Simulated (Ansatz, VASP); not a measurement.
Two plane-wave programs on Sn

Contents of INCAR:

```
SYSTEM = Sn
  PREC = Accurate
  ENCUT = 520
  EDIFF = 1E-6
  ISMEAR = 0
  SIGMA = 0.15
  LREAL = .False.
  LASPH = .True.
  NELM = 60
  ALGO = Fast
  ISIF = 2
  LWAVE = .False.
  LCHARG = .False.
  GGA = PE
  NBANDS = 21
```

The input KPOINTS:

```
Automatic mesh
0
Gamma
  16 16 16
  0 0 0
```

POSCAR

```
Sn
1.0
    0.0000000000      3.3281477812      3.3281477812
    3.4779144314      0.0000000000      3.3281477812
    3.4779144314      3.3281477812      0.0000000000
Sn
2
Direct
    0.5000000000      0.5000000000      0.5000000000
    0.7500000000      0.7500000000      0.7500000000
```

Input for Ansatz:

```yaml
crystal:
  lattice:
    - [0.0, 3.3281477812, 3.3281477812]
    - [3.4779144314, 0.0, 3.3281477812]
    - [3.4779144314, 3.3281477812, 0.0]
  atoms:
    - { symbol: Sn, position: [0.5, 0.5, 0.5] }
    - { symbol: Sn, position: [0.75, 0.75, 0.75] }
basis:
  ecutwfc: 420
kpoints:
  mp_grid: { grid: [16, 16, 16] }
hamiltonian:
  xc: pbe
scf:
  occupations: { method: gaussian, width: 0.15 }
output:
  forces: true
  stress: true
  eigenvalues: true
  write_density: true
  write_potential: true
  elf: true
  volumetric_format: npy
```

Change from the starting cell: strain +0.0450 x Voigt [1, 0, 0, 0, 0, 0], atoms carried along.

Alike in both runs: task single point; functional PBE; k mesh 16 × 16 × 16; occupations gaussian, width 0.15 eV; no spin polarisation.

|  | VASP | Ansatz |
| --- | --- | --- |
| version | VASP 6.6.1 | Ansatz 0.2.0 |
| potentials or method | VASP PAW PBE potentials, release 64 (Sn_d), cutoff 520 eV | scalar-relativistic, plane waves, PAW |
| valence electrons in the cell | 28 | 28 |

|  | VASP | Ansatz | Ansatz less VASP |
| --- | --- | --- | --- |
| gap on the k mesh at the Fermi level (eV) | none | none | - |
| pressure (GPa) | -1.5 | -1.4 | +0.05 |
| traceless stress, the component that is largest in VASP (GPa) | -0.86 | -0.87 | -0.001 |

A gap of «none» marks a metal or a gap that the smearing closes.
